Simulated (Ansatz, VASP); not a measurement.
**Ag: VASP beside Ansatz**

Contents of INCAR:

```
SYSTEM = Ag
PREC     = Accurate       ! precision mode
ENCUT    = 520            ! plane-wave cutoff, eV
EDIFF    = 1E-6           ! SCF threshold, eV
ISMEAR   = -1             ! smearing method
SIGMA    = 0.05           ! smearing width, eV
LREAL    = .FALSE.        ! projectors in reciprocal space
LASPH    = .TRUE.         ! aspherical terms in the spheres
NELM     = 60             ! most SCF steps
ALGO     = Normal         ! electronic algorithm
ISIF     = 2              ! what is computed and relaxed
LWAVE    = .FALSE.        ! write WAVECAR
LCHARG   = .FALSE.        ! write CHGCAR
GGA      = CA             ! functional
NBANDS   = 12             ! bands
```

Contents of KPOINTS:

```
regular mesh
0
G
  15 15 15
  0 0 0
```

POSCAR

```
Ag
1.0
    0.0000000000      2.0293875063      2.0293875063
    2.0293875063      0.0000000000      2.0293875063
    2.0293875063      2.0293875063      0.0000000000
Ag
1
Direct
    0.0000000000      0.0000000000      0.0000000000
```

Input for Ansatz:

```yaml
crystal:
  lattice:
    - [0.0, 2.0293875063, 2.0293875063]
    - [2.0293875063, 0.0, 2.0293875063]
    - [2.0293875063, 2.0293875063, 0.0]
  atoms:
    - { symbol: Ag, position: [0.0, 0.0, 0.0] }
kpoints:
  mp_grid: { grid: [15, 15, 15] }
  band_path:
    path:
      - [0.0, 0.0, 0.0]
      - [0.5, 0.0, 0.5]
      - [0.625, 0.25, 0.625]
      - [0.375, 0.375, 0.75]
      - [0.0, 0.0, 0.0]
      - [0.5, 0.5, 0.5]
      - [0.5, 0.25, 0.75]
      - [0.5, 0.0, 0.5]
    npoints: 5
scf:
  occupations: { method: fermi_dirac, width: 0.05 }
hamiltonian:
  xc: lda
  pseudopotentials: { kind: all_electron, lapw: { basis_error: 0.001 } }
output:
  forces: true
  stress: true
  eigenvalues: true
```

Change from the starting cell: volume scaled by 0.98.

Alike in both runs: task single point; functional LDA; k mesh 15 × 15 × 15; occupations fermi-dirac, width 0.05 eV; no spin polarisation.

|  | VASP | Ansatz |
| --- | --- | --- |
| version | VASP 6.6.1 | Ansatz 0.2.0 |
| potentials or method | VASP PAW LDA potentials, release 64 (Ag), cutoff 520 eV | all-electron LAPW, scalar-relativistic |

```csv
,VASP,Ansatz,Ansatz less VASP
pressure (GPa),-5.3,-5.4,-0.15
```

LDA's correlation is that of Perdew and Zunger in VASP and of Perdew and Wang (1992) in Ansatz. Ansatz ran all-electron here, and VASP with PAW potentials.
